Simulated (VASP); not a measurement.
Runs of VASP 6.6.1 on MoS2. The structure is that of space group R3m (No. 160), or close to it. The cells are those of the table. 

```csv
cell,gap on the mesh (eV),pressure (GPa),largest force (eV/Å)
"a = 6.622 Å, angles 28.5°, 3 atoms",0.96,(c),1.23
"a = 6.571 Å, angles 28.5°, 3 atoms",0.95,(b),0.93
"a = 6.250 Å, angles 28.5°, 3 atoms",0.82,14.7,1.74
"a = 6.520 Å, angles 28.5°, 3 atoms",0.93,-6.5,0.60
"a = 6.468 Å, angles 28.5°, 3 atoms",0.92,-3.3,0.23
"a = 6.194 Å, angles 28.5°, 3 atoms",0.79,21.0,2.34
"a = 6.361 Å, angles 28.5°, 3 atoms",(d),4.5,0.71
"a = 6.415 Å, angles 28.5°, 3 atoms",0.90,(a),0.26
```

Alike in all rows: task single point; level PBEsol; potentials or basis VASP PAW PBE potentials, release 64 (Mo_sv, S); no spin polarisation; k mesh 11 × 11 × 11; cutoff (eV) 520; smearing methfessel-paxton 0.1 eV.

Fill in the values left out.

(a) 0.3; (b) -9.3; (c) -11.7; (d) 0.88.

Caveats: the PAW data sets were made with another functional, which shifts forces and pressure a little; an odd mesh through Γ misses points on the zone boundary, where band edges can lie; the cell stands under tension (at least some runs); the cell stands under pressure (at least some runs).

A k mesh can miss the band edges, and the runs leave out spin-orbit coupling on Mo.
